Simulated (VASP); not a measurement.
# Fe (Pm-3m) in VASP: a series of runs

The runs below take Fe through single point, relaxation of cell and atoms, with PBEsol.

Program: VASP 6.6.1. These are calculated values, not measurements. Logs are shortened: lines on timing, memory, paths and dates and some standing lists are left out, and cuts for length are marked.

## 1. The cell of the first run

Symmetry: Pm-3m, No. 221, cubic system. Conventional cell: a = 2.235 Å, b = 2.235 Å, c = 2.235 Å, α = 90.00°, β = 90.00°, γ = 90.00°. Fe (site symmetry m-3m) has 6 Fe at 2.23 Å within 3.0 Å.

This isn't the form of Fe at room conditions, which is bcc.

## 2. Single point, PBEsol, collinear spin, antiferromagnetic start

INCAR

```
SYSTEM = Fe
  PREC = Accurate
  ENCUT = 520
  EDIFF = 1E-6
  ISMEAR = -1
  SIGMA = 0.05
  LREAL = .False.
  LASPH = .True.
  NELM = 150
  ALGO = Normal
  ISIF = 2
  LWAVE = .False.
  LCHARG = .False.
  ISPIN = 2
  MAGMOM = 2.5 -2.5
  LORBIT = 11
  LMAXMIX = 4
  GGA = PS
  NBANDS = 19
```

KPOINTS

```
regular mesh
0
Gamma
  12 12 12
  0 0 0
```

POSCAR

```
Fe
1.0
    0.0000000000      2.2347725617      2.2347725617
    2.2347725617      0.0000000000      2.2347725617
    2.2347725617      2.2347725617      0.0000000000
Fe
2
Direct
    0.0000000000      0.0000000000      0.0000000000
    0.5000000000      0.5000000000      0.5000000000
```

Potentials or basis: VASP PAW PBE potentials, release 64 (Fe).

Command:

```bash
$ cat potpaw_PBE.64/Fe/POTCAR > POTCAR
$ mpirun -np 1 vasp_std > vasp.out
```

OUTCAR:

```text
SYSTEM = Fe
   PREC = Accurate
   ENCUT = 520
   EDIFF = 1E-6
   ISMEAR = -1
   LREAL = .False.
   LASPH = .True.
   NELM = 150
   ISIF = 2
   ISPIN = 2
   LORBIT = 11
   GGA = PS

 ion  position               nearest neighbor table
   1  0.000  0.000  0.000-   2 2.23   2 2.23   2 2.23   2 2.23   2 2.23   2 2.23
   2  0.500  0.500  0.500-   1 2.23   1 2.23   1 2.23   1 2.23   1 2.23   1 2.23

  LATTYP: Found a face centered cubic cell.
 ALAT       =     4.4695451234

  Lattice vectors:

 A1 = (   0.0000000000,   2.2347725617,   2.2347725617)
 A2 = (   2.2347725617,   0.0000000000,   2.2347725617)
 A3 = (   2.2347725617,   2.2347725617,   0.0000000000)

Analysis of symmetry for initial positions (statically):
=====================================================================
 Subroutine PRICEL returns following result:

  LATTYP: Found a simple cubic cell.
 ALAT       =     2.2347725617
[... 12 lines left out ...]
 Subroutine GETGRP returns: Found 48 space group operations
 (whereof 48 operations were pure point group operations)
 out of a pool of 48 trial point group operations.

The static configuration has the point symmetry O_h .

Analysis of symmetry for dynamics (positions and initial velocities):
=====================================================================
 Subroutine PRICEL returns following result:

  LATTYP: Found a simple cubic cell.
 ALAT       =     2.2347725617
[... 12 lines left out ...]
 Subroutine GETGRP returns: Found 48 space group operations
 (whereof 48 operations were pure point group operations)
 out of a pool of 48 trial point group operations.

The dynamic configuration has the point symmetry O_h .

Analysis of structural, dynamic, and magnetic symmetry:
=====================================================================
 Subroutine PRICEL returns following result:

  LATTYP: Found a simple cubic cell.
 ALAT       =     2.2347725617
[... 12 lines left out ...]
 Subroutine GETGRP returns: Found 48 space group operations
 (whereof 48 operations were pure point group operations)
 out of a pool of 48 trial point group operations.

The overall configuration has the point symmetry O_h .

 Subroutine INISYM returns: Found 48 space group operations
 (whereof 48 operations are pure point group operations),
 and found     2 'primitive' translations

----------------------------------------------------------------------------------------

                                     Primitive cell

  volume of cell :      11.1609

[... 108 lines left out ...]
  Fermi-wavevector in a.u.,A,eV,Ry     =   1.465114  2.768664 29.205719  2.146560
  Thomas-Fermi vector in A             =   2.581010
   LORBIT       =     11    0 simple, 1 ext, 2 COOP (PROOUT), +10 PAW based schemes
   GGA     = PS    functional components
   LHFCALC =     F    Hartree Fock is set to
   AEXX    =    0.0000 exact exchange contribution
   IVDW    =     0    specifies the selected vdW correction
   LEPSILON=     F    determine dielectric tensor
   LRPA    =     F    only Hartree local field effects (RPA)
 spin polarized calculation
  energy-cutoff  :      520.00
  volume of cell :       22.32
 maximum number of plane-waves:       620
   NGX = 11   NGY = 11   NGZ = 11

 number of electron      15.9999985 magnetization      -0.0000000

 number of electron      15.9999985 magnetization       0.0000000

 Free energy of the ion-electron system (eV)
  ---------------------------------------------------
  ext. energy  EPLUGINS =         0.00000000
  ---------------------------------------------------
  free energy    TOTEN  =       -15.74794368 eV

  energy without entropy =      -15.70819803  energy(sigma->0) =      -15.72807086

 E-fermi :   6.1179     XC(G=0): -13.3090

 val. band max:        6.1139807596   @ k =  -0.3333   0.3333   0.0000
 cond. band min:       6.1195681144   @ k =  -0.3333   0.4167   0.0833
 fundamental gap:      0.0055873547
 Fermi energy:         6.1179108850

 spin component 1

 k-point     1 :       0.0000    0.0000    0.0000
  band No.  band energies     occupation
      1      -2.4912      1.00000
      2       2.0605      1.00000
      3       2.0605      1.00000
      4       2.3786      1.00000
      5       2.3786      1.00000
      6       2.3786      1.00000
[... 517 lines left out ...]
     18      28.1353      0.00000
     19      31.1170      0.00000

 [... further k-points ...]

 spin component 2

 k-point     1 :       0.0000    0.0000    0.0000
  band No.  band energies     occupation
      1      -2.4912      1.00000
      2       2.0605      1.00000
      3       2.0605      1.00000
      4       2.3786      1.00000
      5       2.3786      1.00000
      6       2.3786      1.00000
[... 517 lines left out ...]
     18      28.1353      0.00000
     19      31.1170      0.00000

 [... further k-points ...]

------------------------ aborting loop because EDIFF is reached ----------------------------------------

  FORCE on cell =-STRESS in cart. coord.  units (eV):
  Direction    XX          YY          ZZ          XY          YZ          ZX
  --------------------------------------------------------------------------------------
  -------------------------------------------------------------------------------------
  Total       -0.0975059     -0.0975059     -0.0975059      0.0000000     -0.0000000      0.0000000
  in kB       -6.9986043     -6.9986043     -6.9986043      0.0000000     -0.0000000      0.0000000
  external PRESSURE =      -6.9986043 kB  Pullay stress =       0.0000000 kB

 VOLUME and BASIS-vectors are now :
 -----------------------------------------------------------------------------
  energy-cutoff  :      520.00
  volume of cell :       22.32
      direct lattice vectors                 reciprocal lattice vectors
     0.000000000  2.234772562  2.234772562    -0.223736414  0.223736414  0.223736414
     2.234772562  0.000000000  2.234772562     0.223736414 -0.223736414  0.223736414
     2.234772562  2.234772562  0.000000000     0.223736414  0.223736414 -0.223736414

 POSITION                                       TOTAL-FORCE (eV/Angst)
 -----------------------------------------------------------------------------------
      0.00000      0.00000      0.00000        -0.000000      0.000000      0.000000
      2.23477      2.23477      2.23477         0.000000     -0.000000     -0.000000
 -----------------------------------------------------------------------------------
    total drift:                                0.000000     -0.000000     -0.000000

  FREE ENERGIE OF THE ION-ELECTRON SYSTEM (eV)
  ---------------------------------------------------
  free  energy   TOTEN  =       -15.7479436826 eV

  energy  without entropy=      -15.7081980313  energy(sigma->0) =      -15.72807086

 total charge

# of ion       s       p       d       tot
------------------------------------------
    1        0.545   0.509   6.468   7.522
    2        0.545   0.509   6.468   7.522
--------------------------------------------------
tot          1.089   1.019  12.935  15.043

 magnetization (x)

# of ion       s       p       d       tot
------------------------------------------
    1       -0.000  -0.000  -0.001  -0.001
    2        0.000   0.000   0.001   0.001
--------------------------------------------------
tot          0.000   0.000   0.000   0.000
```

OSZICAR:

```text
N       E                     dE             d eps       ncg     rms          rms(c)
DAV:   1     0.786271502968E+02    0.78627E+02   -0.71077E+03  5880   0.110E+03
DAV:   2    -0.141514783127E+02   -0.92779E+02   -0.81158E+02  5484   0.204E+02
DAV:   3    -0.177361487335E+02   -0.35847E+01   -0.33628E+01  5996   0.511E+01
DAV:   4    -0.177655499137E+02   -0.29401E-01   -0.29378E-01  6138   0.443E+00
DAV:   5    -0.177658736271E+02   -0.32371E-03   -0.32371E-03  6115   0.431E-01    0.165E+01
DAV:   6    -0.157967872051E+02    0.19691E+01   -0.56444E+00  6084   0.503E+01    0.559E+00
DAV:   7    -0.156746277429E+02    0.12216E+00   -0.56264E-01  6331   0.140E+01    0.352E+00
DAV:   8    -0.156867473582E+02   -0.12120E-01   -0.28483E-02  8549   0.244E+00    0.159E+00
DAV:   9    -0.157119466124E+02   -0.25199E-01   -0.51767E-02  8347   0.419E+00    0.101E+00
DAV:  10    -0.157394702970E+02   -0.27524E-01   -0.86543E-02  8410   0.585E+00    0.438E-01
DAV:  11    -0.157459876193E+02   -0.65173E-02   -0.26875E-02  9236   0.290E+00    0.340E-01
DAV:  12    -0.157477720990E+02   -0.17845E-02   -0.10920E-02  9140   0.209E+00    0.127E-01
DAV:  13    -0.157478280022E+02   -0.55903E-04   -0.49179E-04  6718   0.206E-01    0.966E-02
DAV:  14    -0.157479263831E+02   -0.98381E-04   -0.20977E-03  8163   0.976E-01    0.338E-02
DAV:  15    -0.157479422274E+02   -0.15844E-04   -0.19695E-04  8395   0.297E-01    0.754E-03
DAV:  16    -0.157479434511E+02   -0.12237E-05   -0.14970E-05  8301   0.752E-02    0.274E-03
DAV:  17    -0.157479436826E+02   -0.23158E-06   -0.85920E-07  3151   0.167E-02
   1 F= -.15747944E+02 E0= -.15728071E+02  d E =-.397457E-01  mag=     0.0000
```

Wall time 2.4 min (1 thread of Intel Xeon 8259CL, shared host); peak memory 0.18 GiB.

Results:

| Quantity | Value |
| --- | --- |
| Free energy | -15.7479 eV |
| Pressure | -0.7 GPa |
| Band gap on the k mesh | zero (filled and empty bands overlap) |
| Net moment | 0.00 μB per cell |
| Valence electrons inside the program's atomic spheres | Fe 7.52 |

Caveat: the moments typed at the start vanished in this run; the PAW data sets were made with another functional, which shifts forces and pressure a little.

## 3. Relaxation of cell and atoms, PBEsol, collinear spin, antiferromagnetic start

This run uses another cell than the first one, of 12.72 Å³/atom.

INCAR

```
PREC = Accurate
ENCUT = 600
EDIFF = 1E-6
ISMEAR = -1
SIGMA = 0.05
LREAL = F
LASPH = T
NELM = 150
ALGO = Normal
ISIF = 3
LWAVE = F
LCHARG = F
ISPIN = 2
MAGMOM = 2.5 -2.5
LORBIT = 11
LMAXMIX = 4
GGA = PS
IBRION = 2
NSW = 80
EDIFFG = -0.01
```

KPOINTS

```
regular mesh
0
Gamma
  12 12 12
```

POSCAR

```
Fe
1.0
    0.0000000000      2.3342634294      2.3342634294
    2.3342634294      0.0000000000      2.3342634294
    2.3342634294      2.3342634294      0.0000000000
Fe
2
Direct
    0.0000000000      0.0000000000      0.0000000000
    0.5000000000      0.5000000000      0.5000000000
```

Potentials or basis: VASP PAW PBE potentials, release 64 (Fe).

Command:

```bash
$ cat potpaw_PBE.64/Fe/POTCAR > POTCAR
$ mpirun -np 1 vasp_std > vasp.out
```

Wall time 8.4 min (1 thread of Intel Xeon 8259CL, shared host); peak memory 0.21 GiB.

It converged, with:

| Property | Result |
| --- | --- |
| Free energy | -15.7490 eV |
| Relaxed volume | 11.12 Å³/atom |
| Relaxed cell | a = 3.156 Å, b = 3.156 Å, c = 3.156 Å, α = 60.00°, β = 60.00°, γ = 60.00° |
| Space group after relaxing (to 0.1 Å) | Pm-3m (No. 221) |
| Pressure after relaxing | 0.1 GPa |
| Band gap on the k mesh | zero (filled and empty bands overlap) |
| Net moment | 0.00 μB per cell |
| Valence electrons inside the program's atomic spheres | Fe 7.53 |

Final structure:
```
CELL_PARAMETERS angstrom
0.00000 2.23192 2.23192
2.23192 0.00000 2.23192
2.23192 2.23192 0.00000
ATOMIC_POSITIONS crystal
Fe 0.00000 0.00000 0.00000
Fe 0.50000 0.50000 0.50000
```

Levels at points of the mesh, in eV from the Fermi level:
Spin up:
| k point | band 5 | band 6 | band 7 | band 8 | band 9 | band 10 | band 11 | band 12 |
| --- | --- | --- | --- | --- | --- | --- | --- | --- |
| (0.00, 0.00, 0.00) | -3.76 | -3.76 | 1.02 | 1.02 | 1.02 | 2.28 | 2.28 | 12.96 |
| (0.50, 0.00, 0.00) | -1.94 | -1.94 | -0.74 | -0.74 | -0.74 | -0.74 | 1.15 | 1.15 |
| (0.50, 0.50, 0.00) | -1.36 | -0.69 | -0.69 | -0.33 | -0.33 | 1.17 | 2.19 | 5.97 |
Spin down:
```csv
k point,band 4,band 5,band 6,band 7,band 8,band 9,band 10,band 11,band 12
"(0.00, 0.00, 0.00)",-3.76,-3.76,-3.76,1.02,1.02,1.02,2.28,2.28,12.96
"(0.50, 0.00, 0.00)",-1.94,-1.94,-1.94,-0.74,-0.74,-0.74,-0.74,1.15,1.15
"(0.50, 0.50, 0.00)",-2.74,-1.36,-0.69,-0.69,-0.33,-0.33,1.17,2.19,5.97
```

Caveat: the moments typed at the start vanished in this run; the PAW data sets were made with another functional, which shifts forces and pressure a little.
